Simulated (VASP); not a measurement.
A run of VASP 6.6.1 is set up as follows.

POSCAR

```
BP
1.0
    0.0000000000      2.2690000000      2.2690000000
    2.2690000000      0.0000000000      2.2690000000
    2.2690000000      2.2690000000      0.0000000000
B P
1 1
Direct
    0.0000000000      0.0000000000      0.0000000000
    0.2500000000      0.2500000000      0.2500000000
```

File INCAR.step1:

```
SYSTEM = BP
  PREC = Accurate
  ENCUT = 500
  EDIFF = 1E-8
  ISMEAR = 0
  SIGMA = 0.01
  LREAL = .False.
  LASPH = .True.
  NELM = 100
  ALGO = Normal
  LWAVE = .True.
  LCHARG = .False.
  GGA = PE
```

The input INCAR.step2:

```
SYSTEM = BP
  PREC = Accurate
  ENCUT = 500
  EDIFF = 1E-8
  ISMEAR = 0
  SIGMA = 0.01
  LREAL = .False.
  LASPH = .True.
  NELM = 1
  ALGO = Exact
  LWAVE = .True.
  LCHARG = .False.
  GGA = PE
  NBANDS = 235
  LOPTICS = .True.
  ISTART = 1
```

File INCAR.step3:

```
SYSTEM = BP
  PREC = Accurate
  ENCUT = 500
  EDIFF = 1E-8
  ISMEAR = 0
  SIGMA = 0.01
  LREAL = .False.
  LASPH = .True.
  ALGO = EVGW0
  LWAVE = .False.
  LCHARG = .False.
  GGA = PE
  NELMGW = 1
  NBANDS = 235
  ENCUTGW = 180.0
  NOMEGA = 96
  PRECFOCK = Fast
  ISTART = 1
  NBANDSGW = 12
  OMEGAMAX = 30
```

KPOINTS

```
regular mesh
0
Gamma
  2 2 2
  0 0 0
```

Potentials or basis: VASP PAW PBE potentials, release 64 (B_GW, P_GW).

Launch:

```bash
$ cat potpaw_PBE.64/B_GW/POTCAR potpaw_PBE.64/P_GW/POTCAR > POTCAR
$ cp INCAR.step1 INCAR
$ mpirun -np 1 vasp_std > vasp.out
$ cp INCAR.step2 INCAR
$ mpirun -np 1 vasp_std > vasp.out
$ cp INCAR.step3 INCAR
$ mpirun -np 1 vasp_std > vasp.out
```

Q: What does it give for the quasiparticle gap?

A: 1.71 eV.

Q: Estimate the least direct quasiparticle gap.

A: 4.13 eV.

Q: Predict the band gap of the starting levels on the mesh.

A: 1.15 eV.

Q: What does it give for the least direct gap of the starting levels on the mesh?

A: 3.26 eV.

Caveat: the k points lie up to 1.20 Å⁻¹ apart; bands, screening cutoff and mesh are small and nothing is extrapolated, so the quasiparticle values aren't converged.
